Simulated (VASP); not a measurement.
Write the native input for VASP 6.6.1 that does the following.

```yaml
Task: single point
Functional: PBEsol
Potentials_or_basis: VASP PAW PBE potentials, release 64 (Ta_pv, N)
Cutoff: 520 eV
k_mesh: 12 × 12 × 16
Occupations: gaussian, width 0.15 eV
Spin: no spin polarisation
Dipole_correction: no
Further_INCAR_settings: ALGO = Normal; EDIFF = 1e-07; NBANDS = 33
```

The structure of TaN lies in POSCAR:

```
TaN
1.0
    5.1789208695      0.0000000000      0.0000000000
   -2.5894604347      4.4850770372      0.0000000000
    0.0000000000      0.0000000000      2.8959972730
Ta N
3 3
Direct
    0.3333333333      0.6666666667      0.5246793982
    0.6666666667      0.3333333333      0.5246793982
    0.0000000000      0.0000000000     -0.0517956289
    0.3933709412      0.0000000000      0.0104933172
    0.6066290588      0.6066290588      0.0104933172
    0.0000000000      0.3933709412      0.0104933172
```

This cell differs from its parent crystal: atoms displaced along a vibrational mode.

These files were run (other wordings do the same):

INCAR

```
SYSTEM = TaN
  PREC = Accurate
  ENCUT = 520
  EDIFF = 1E-7
  ISMEAR = 0
  SIGMA = 0.15
  LREAL = .False.
  LASPH = .True.
  NELM = 80
  ALGO = Normal
  ISIF = 2
  LWAVE = .False.
  LCHARG = .True.
  GGA = PS
  LELF = .True.
  LVHAR = .True.
  NBANDS = 33
```

KPOINTS

```
regular mesh
0
Gamma
  12 12 16
  0 0 0
```

Potentials or basis: VASP PAW PBE potentials, release 64 (Ta_pv, N).

Launch:

```console
$ cat potpaw_PBE.64/Ta_pv/POTCAR potpaw_PBE.64/N/POTCAR > POTCAR
$ mpirun -np 1 vasp_std > vasp.out
```

Results of the run:

```
Pressure               : 1.4 GPa
Largest force          : 2.094 eV/Å
Band gap on the k mesh : zero (bands 24 and 25 overlap by 2.98 eV)
```

Caveat: the cell differs from its parent crystal (atoms displaced along a vibrational mode); the PAW data sets were made with another functional, which shifts forces and pressure a little; spin-orbit coupling is left out, which moves the levels of the heavy elements.

Run time: 8.1 min on 1 thread of Intel(R) Xeon(R) Platinum 8259CL CPU @ 2.50GHz (Skylake/Cascade Lake), on a shared host, peak memory 0.52 GiB.
